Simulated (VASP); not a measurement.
Here is a VASP 6.6.1 calculation.

INCAR

```
SYSTEM = HfO2
PREC     = Accurate       ! precision mode
ENCUT    = 600            ! plane-wave cutoff, eV
EDIFF    = 1E-7           ! SCF threshold, eV
ISMEAR   = 0              ! smearing method
SIGMA    = 0.01           ! smearing width, eV
LREAL    = .FALSE.        ! projectors in reciprocal space
LASPH    = .TRUE.         ! aspherical terms in the spheres
NELM     = 120            ! most SCF steps
ALGO     = Normal         ! electronic algorithm
ISIF     = 3              ! what is computed and relaxed
LWAVE    = .FALSE.        ! write WAVECAR
LCHARG   = .FALSE.        ! write CHGCAR
GGA      = PS             ! functional
IBRION   = 2              ! ionic algorithm
NSW      = 50             ! ionic steps
EDIFFG   = -0.03          ! ionic threshold
GGA_COMPAT= .FALSE.      
NELMIN   = 4
```

KPOINTS

```
regular mesh
0
G
  5 5 5
  0 0 0
```

The input POSCAR:

```
HfO2
1.0
    0.0000000000      2.5575000000      2.5575000000
    2.5575000000      0.0000000000      2.5575000000
    2.5575000000      2.5575000000      0.0000000000
Hf O
1 2
Direct
    0.0000000000      0.0000000000      0.0000000000
    0.2500000000      0.2500000000      0.2500000000
    0.7500000000      0.7500000000      0.7500000000
```

Potentials or basis: VASP PAW PBE potentials, release 64 (Hf_pv, O).

The run is started by

```sh
$ cat potpaw_PBE.64/Hf_pv/POTCAR potpaw_PBE.64/O/POTCAR > POTCAR
$ mpirun -np 1 vasp_std > vasp.out
```

**Question.** What does it give for the space group after relaxing (to 0.05 Å)?

**Answer.** Fm-3m (No. 225).

**Question.** Estimate the relaxed cell.

**Answer.** a = 3.550 Å, b = 3.550 Å, c = 3.550 Å, α = 60.00°, β = 60.00°, γ = 60.00°.

**Question.** What does it give for the relaxed volume?

**Answer.** 10.55 Å³/atom.

**Question.** What does it give for the band gap on the k mesh?

**Answer.** 4.06 eV, indirect (least direct gap 4.42 eV).

Final structure:
```
Hf O
1.0
     0.00000    2.51031    2.51031
     2.51031    0.00000    2.51031
     2.51031    2.51031    0.00000
Hf O
1 2
Direct
  0.00000 0.00000 0.00000
  0.25000 0.25000 0.25000
  0.75000 0.75000 0.75000
```

Caveat: the k points lie up to 0.43 Å⁻¹ apart in the final cell; the PAW data sets were made with another functional, which shifts forces and pressure a little; spin-orbit coupling is left out, which moves the levels of the heavy elements. A k mesh can miss the band edges.
